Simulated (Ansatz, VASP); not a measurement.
One calculation of BaRe, two programs

Contents of INCAR:

```
ALGO = Normal
EDIFF = 1E-6
ENCUT = 500
GGA = PS
GGA_COMPAT = F
ISIF = 2
ISMEAR = 0
LASPH = T
LCHARG = F
LREAL = F
LWAVE = F
NBANDS = 20
NELM = 120
PREC = Accurate
SIGMA = 0.05
```

File KPOINTS:

```
k-points
0
Gamma
  8 8 8
```

POSCAR

```
BaRe
1.0
    3.5910067227      0.0000000000      0.0000000000
    0.0000000000      3.5910067227      0.0000000000
    0.0000000000      0.0000000000      3.5910067227
Ba Re
1 1
Direct
    0.0000000000      0.0000000000      0.0000000000
    0.5000000000      0.5000000000      0.5000000000
```

Input for Ansatz:

```yaml
crystal:
  lattice:
    - [3.5910067227, 0.0, 0.0]
    - [0.0, 3.5910067227, 0.0]
    - [0.0, 0.0, 3.5910067227]
  atoms:
    - { symbol: Ba, position: [0.0, 0.0, 0.0] }
    - { symbol: Re, position: [0.5, 0.5, 0.5] }
basis:
  ecutwfc: 420
  ecutrho_ratio: 4
kpoints:
  mp_grid: { grid: [8, 8, 8] }
hamiltonian:
  xc: pbesol
scf:
  occupations: { method: gaussian, width: 0.05 }
output:
  forces: true
  stress: true
  eigenvalues: true
```

Alike in both runs: task single point; functional PBEsol; k mesh 8 × 8 × 8; occupations gaussian, width 0.05 eV; no spin polarisation.

|  | VASP | Ansatz |
| --- | --- | --- |
| version | VASP 6.6.1 | Ansatz 0.2.0 |
| potentials or method | VASP PAW PBE potentials, release 64 (Ba_sv, Re_sv_GW), cutoff 500 eV | scalar-relativistic, plane waves, PAW |
| valence electrons in the cell | 25 | 25 |

Ansatz gave:

| Property | Result |
| --- | --- |
| gap on the k mesh at the Fermi level (eV) | none |
| pressure (GPa) | 1.4 |

Problem. Which values does VASP return?

Solution. gap on the k mesh at the Fermi level (eV): none; pressure (GPa): 3.5.

VASP's potentials were made for PBE, not for PBEsol. A gap of «none» marks a metal or a gap that the smearing closes.

Neither program's run includes spin-orbit coupling.
